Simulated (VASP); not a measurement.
## TiPt3: relaxation of cell and atoms with PBE

The system is TiPt3.

```xyz
4
Lattice="3.9098 0.0000 0.0000 0.0000 3.9098 0.0000 0.0000 0.0000 3.9098" Properties=species:S:1:pos:R:3 pbc="T T T"
Ti    0.0000    0.0000    0.0000
Pt    0.0000    1.9549    1.9549
Pt    1.9549    0.0000    1.9549
Pt    1.9549    1.9549    0.0000
```

```yaml
Program: VASP 6.6.1
Task: relaxation of cell and atoms
Functional: PBE
Potentials_or_basis: VASP PAW PBE potentials, release 64 (Ti_sv, Pt)
Cutoff: 600 eV
k_mesh: 6 × 6 × 6
Occupations: fermi-dirac, width 0.1 eV
Spin: no spin polarisation
Dipole_correction: no
Further_INCAR_settings: ALGO = Normal; EDIFF = 1e-07; IBRION = 2; EDIFFG = -0.01; NSW = 60; ISIF = 3
```

The relaxed volume is 15.36 Å³/atom and the relaxed cell is a = 3.946 Å, b = 3.946 Å, c = 3.946 Å, α = 90.00°, β = 90.00°, γ = 90.00°. The space group after relaxing (to 0.05 Å) is Pm-3m (No. 221) and the energy gained by relaxing is 9.0 meV/atom. The ionic steps are 4. The pressure after relaxing is 0.0 GPa and the band gap on the k mesh is zero (band 21 reaches 12.53 eV, above the bottom of band 22 at 10.73 eV).

The path:
```tsv
step	energy change (eV)	largest force (eV/Å)	pressure (GPa)	volume (Å³)
1	0.0000	0.0000	7.03	59.77
2	0.1470	0.0000	-13.11	65.62
3	-0.0358	0.0000	-0.15	61.49
4	-0.0358	0.0000	-0.02	61.45
```

Final structure:
```
Ti Pt
1.0
     3.94616    0.00000    0.00000
     0.00000    3.94616    0.00000
     0.00000    0.00000    3.94616
Ti Pt
1 3
Cartesian
  0.0000 0.0000 0.0000
  0.0000 1.9731 1.9731
  1.9731 0.0000 1.9731
  1.9731 1.9731 0.0000
```

Levels at points of the mesh, in eV from the Fermi level:
```csv
k point,band 19,band 20,band 21,band 22,band 23,band 24
"(0.00, 0.00, 0.00)",0.04,0.04,1.37,1.37,1.65,1.65
"(0.50, 0.00, 0.00)",-2.45,-1.30,-0.13,-0.13,0.04,0.52
"(0.50, 0.50, 0.00)",-2.26,-2.17,-2.12,0.27,0.27,0.43
"(0.50, 0.50, 0.50)",-0.57,-0.57,-0.43,-0.43,-0.43,1.17
```

It took 56 s on 1 thread of Intel(R) Xeon(R) 6975P-C (Granite Rapids), on a shared host, peak memory 0.2 GiB.

Caveat: spin-orbit coupling is left out, which moves the levels of the heavy elements. Zero-point motion and thermal expansion aren't in these numbers.
